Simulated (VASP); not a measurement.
Here is a VASP 6.6.1 calculation.

File POSCAR:

```
CsSnI3
1.0
    6.2057000000      0.0000000000      0.0000000000
    0.0000000000      6.2057000000      0.0000000000
    0.0000000000      0.0000000000      6.2057000000
Cs I Sn
1 3 1
Direct
    0.0000000000      0.0000000000      0.0000000000
    0.5000000000      0.5000000000      0.0000000000
    0.5000000000      0.0000000000      0.5000000000
    0.0000000000      0.5000000000      0.5000000000
    0.5000000000      0.5000000000      0.5000000000
```

INCAR.step1

```
PREC = Accurate
ENCUT = 600
ISMEAR = -1
SIGMA = 0.05
LREAL = F
LASPH = T
NELM = 80
GGA = PE
ALGO = Normal
EDIFF = 1E-4
LWAVE = T
LCHARG = F
```

The input INCAR.step2:

```
PREC = Accurate
ENCUT = 600
EDIFF = 1E-6
ISMEAR = -1
SIGMA = 0.05
LREAL = F
LASPH = T
NELM = 80
ALGO = Normal
ISIF = 3
LWAVE = F
LCHARG = F
METAGGA = R2SCAN
LMIXTAU = T
IBRION = 2
NSW = 60
EDIFFG = -0.01
ISTART = 1
```

File KPOINTS:

```
Automatic mesh
0
Gamma
  5 5 5
```

Potentials or basis: VASP PAW PBE potentials, release 64 (Cs_sv, I, Sn_d).

Command:

```sh
$ cat potpaw_PBE.64/Cs_sv/POTCAR potpaw_PBE.64/I/POTCAR potpaw_PBE.64/Sn_d/POTCAR > POTCAR
$ cp INCAR.step1 INCAR
$ mpirun -np 1 vasp_std > vasp.out
$ cp INCAR.step2 INCAR
$ mpirun -np 1 vasp_std > vasp.out
```

What does it give for the space group after relaxing (to 0.1 Å)?

Pm-3m (No. 221).

Estimate the relaxed cell.

a = 6.209 Å, b = 6.209 Å, c = 6.209 Å, α = 90.00°, β = 90.00°, γ = 90.00°.

What does it give for the relaxed volume?

47.88 Å³/atom.

Final structure:
```cif
data_structure
_symmetry_space_group_name_H-M 'P 1'
_symmetry_Int_Tables_number 1
_cell_length_a 6.2093
_cell_length_b 6.2093
_cell_length_c 6.2093
_cell_angle_alpha 90.000
_cell_angle_beta 90.000
_cell_angle_gamma 90.000
_cell_volume 239.40
loop_
_atom_site_label
_atom_site_type_symbol
_atom_site_fract_x
_atom_site_fract_y
_atom_site_fract_z
_atom_site_occupancy
Cs1 Cs 0.00000 0.00000 0.00000 1
I1 I 0.50000 0.50000 0.00000 1
I2 I 0.50000 0.00000 0.50000 1
I3 I 0.00000 0.50000 0.50000 1
Sn1 Sn 0.50000 0.50000 0.50000 1
```

Caveat: the PAW data sets were made with another functional, which shifts forces and pressure a little.
